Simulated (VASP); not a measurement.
Zr3S2:

```
Zr S
1.0
     2.90254    1.67578    3.48777
    -2.90254    1.67578    3.48777
     0.00000   -3.35156    3.48777
Zr S
3 2
Direct
  0.83873 0.50000 0.16127
  0.50000 0.16127 0.83873
  0.16127 0.83873 0.50000
  0.66502 0.66502 0.66502
  0.33498 0.33498 0.33498
```

Base run:

```yaml
Program: VASP 6.6.1
Functional: r2SCAN
Potentials_or_basis: VASP PAW PBE potentials, release 64 (Zr_sv, S)
Cutoff: 520 eV
k_mesh: 6 × 6 × 6
Occupations: fermi-dirac, width 0.05 eV
Spin: no spin polarisation
Hubbard_terms: Zr d U = 3.0 eV
```

Its results: band gap on the k mesh zero (bands 24 and 25 overlap by 0.24 eV); pressure 4.4 GPa; largest force 0.117 eV/Å.

Question: The run is repeated on the same cell with these changes: hubbard terms from Zr d U = 3.0 eV to Zr d U = 2.0 eV. What comes out?

Answer: Band gap on the k mesh zero (bands 24 and 25 overlap by 0.24 eV); pressure 2.7 GPa; largest force 0.095 eV/Å.

Caveats: the PAW data sets were made with another functional, which shifts forces and pressure a little; U without spin polarisation on a metal has little footing; the cell stands under pressure (at least some runs).
